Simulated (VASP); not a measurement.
# BAs: single point with r2SCAN

The system is BAs.

```xyz
2
Lattice="0.0000 2.5215 2.1432 2.5215 0.0000 2.1432 2.5215 2.5215 0.0000" Properties=species:S:1:pos:R:3 pbc="T T T"
B     0.0000    0.0000    0.0000
As    3.7822    3.7822    3.2149
```

This cell differs from its parent crystal: ratio of the length along z to the lengths across it x 0.85, volume and fractional coordinates fixed.

```yaml
Program: VASP 6.6.1
Task: single point
Functional: r2SCAN
Potentials_or_basis: VASP PAW PBE potentials, release 64 (B, As)
Cutoff: 520 eV
k_mesh: 12 × 12 × 12
Occupations: gaussian, width 0.05 eV
Spin: no spin polarisation
```

```json
{"Pressure": "0.4 GPa", "Band gap on the k mesh": "zero (band 4 reaches 6.98 eV, above the bottom of band 5 at 6.01 eV)"}
```

Stress tensor (GPa, compression positive):
```
-8.42  0.00  0.00
 0.00 -8.42  0.00
 0.00  0.00 18.16
```

Levels at points of the mesh, in eV from the Fermi level:
| k point | band 1 | band 2 | band 3 | band 4 | band 5 | band 6 | band 7 | band 8 |
| --- | --- | --- | --- | --- | --- | --- | --- | --- |
| (0.00, 0.00, 0.00) | -16.44 | -0.78 | -0.78 | 0.63 | 2.54 | 3.71 | 3.71 | 4.59 |
| (0.50, 0.00, 0.00) | -13.37 | -9.50 | -3.10 | -1.40 | 1.74 | 4.10 | 6.31 | 9.67 |
| (0.50, 0.50, 0.00) | -11.11 | -8.37 | -5.57 | -5.57 | 0.10 | 0.12 | 11.81 | 11.81 |
| (0.50, 0.00, 0.50) | -12.40 | -9.78 | -4.06 | -3.81 | 2.12 | 2.22 | 10.00 | 11.54 |

Wall time 2.7 min on 1 thread of Intel(R) Xeon(R) Platinum 8488C (Sapphire Rapids) (shared host), peak memory 0.2 GiB.

Caveat: the PAW data sets were made with another functional, which shifts forces and pressure a little.
